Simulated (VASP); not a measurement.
TiO2: relaxation of cell and atoms with LDA

The system is TiO2.

```
Ti O
1.0
     4.59220    0.00000    0.00000
     0.00000    4.59220    0.00000
     0.00000    0.00000    2.95740
Ti O
2 4
Direct
  0.00000 0.00000 0.00000
  0.50000 0.50000 0.50000
  0.30496 0.30496 0.00000
  0.19504 0.80496 0.50000
  0.69504 0.69504 0.00000
  0.80496 0.19504 0.50000
```

- Program: VASP 6.6.1
- Task: relaxation of cell and atoms
- Functional: LDA
- Potentials or basis: VASP PAW LDA potentials, release 64 (Ti_sv, O)
- Cutoff: 600 eV
- k mesh: 6 × 6 × 10
- Occupations: fermi-dirac, width 0.08 eV
- Spin: no spin polarisation
- Dipole correction: no
- Further INCAR settings: ALGO = Normal; EDIFF = 1e-06; IBRION = 2; EDIFFG = -0.002; NSW = 100; ISIF = 3

```json
{"Relaxed volume": "10.09 Å³/atom", "Relaxed cell": "a = 4.552 Å, b = 4.552 Å, c = 2.922 Å, α = 90.00°, β = 90.00°, γ = 90.00°", "Space group after relaxing (to 0.05 Å)": "P4_2/mnm (No. 136)", "Energy gained by relaxing": "7.1 meV/atom", "Ionic steps": "10", "Pressure after relaxing": "0.0 GPa", "Band gap on the k mesh": "1.82 eV, direct"}
```

Step by step:
| step | energy change (eV) | largest force (eV/Å) | pressure (GPa) | volume (Å³) |
| --- | --- | --- | --- | --- |
| 1 | 0.0000 | 0.0015 | -7.06 | 62.37 |
| 2 | 0.0417 | 0.3951 | 11.32 | 58.32 |
| 3 | -0.0402 | 0.1495 | -0.08 | 60.66 |
| 4 | -0.0402 | 0.1527 | 0.01 | 60.62 |
| 5 | -0.0424 | 0.0155 | 0.03 | 60.53 |
| 6 | -0.0424 | 0.0011 | 0.07 | 60.52 |
| 7 | -0.0424 | 0.0022 | 0.09 | 60.52 |
| 8 | -0.0424 | 0.0021 | -0.09 | 60.57 |
| 9 | -0.0424 | 0.0002 | -0.04 | 60.54 |
| 10 | -0.0424 | 0.0009 | 0.03 | 60.54 |

Final structure:
```
Ti O
1.0
     4.55194    0.00000    0.00000
     0.00000    4.55194    0.00000
     0.00000    0.00000    2.92172
Ti O
2 4
Direct
  0.00000 0.00000 0.00000
  0.50000 0.50000 0.50000
  0.30385 0.30385 0.00000
  0.19615 0.80385 0.50000
  0.69615 0.69615 0.00000
  0.80385 0.19615 0.50000
```

Levels at points of the mesh, in eV from the valence-band top:
```tsv
k point	band 22	band 23	band 24	band 25	band 26	band 27
(0.00, 0.00, 0.00)	-0.48	-0.48	0.00	1.82	2.10	2.40
(0.50, 0.00, 0.00)	-1.70	-0.79	-0.79	2.53	2.53	3.09
(0.50, 0.50, 0.00)	-1.32	-1.11	-1.11	1.86	1.86	2.54
(0.00, 0.00, 0.50)	-2.57	-1.47	-1.47	3.04	3.04	3.27
(0.50, 0.00, 0.50)	-2.15	-1.10	-1.10	1.86	1.86	3.29
(0.50, 0.50, 0.50)	-1.39	-0.68	-0.68	2.61	2.61	3.23
```

Wall time 3.5 min on 1 thread of Intel(R) Xeon(R) 6975P-C (Granite Rapids) (shared host), peak memory 0.24 GiB.

A k mesh can miss the band edges. A hybrid or GW would open this gap; LDA tends to underestimate it.
